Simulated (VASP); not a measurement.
Runs of VASP 6.6.1 on OsBr3. The structure is that of space group Pm-3m (No. 221), or close to it. The cells are those of the table. 

```tsv
cell	gap on the mesh (eV)	pressure (GPa)	moment (μB)
a = 5.092 Å, 4 atoms	none	(a)	2.01
a = 5.059 Å, 4 atoms	none	(b)	1.99
a = 4.958 Å, 4 atoms	none	2.8	1.99
a = 4.992 Å, 4 atoms	none	1.4	1.99
```

Alike in all rows: task single point; level PBEsol; potentials or basis VASP PAW PBE potentials, release 64 (Os, Br); spin collinear; k mesh 6 × 6 × 6; cutoff (eV) 520; smearing gaussian 0.05 eV.

Question: Fill in the values left out.

Answer: (a) -1.9; (b) -1.0.

Caveats: the PAW data sets were made with another functional, which shifts forces and pressure a little; spin-orbit coupling is left out, which moves the levels of the heavy elements.

A k mesh can miss the band edges, and the runs leave out spin-orbit coupling on Br, Os.

A gap of «none» marks levels without a gap at the run's occupations.
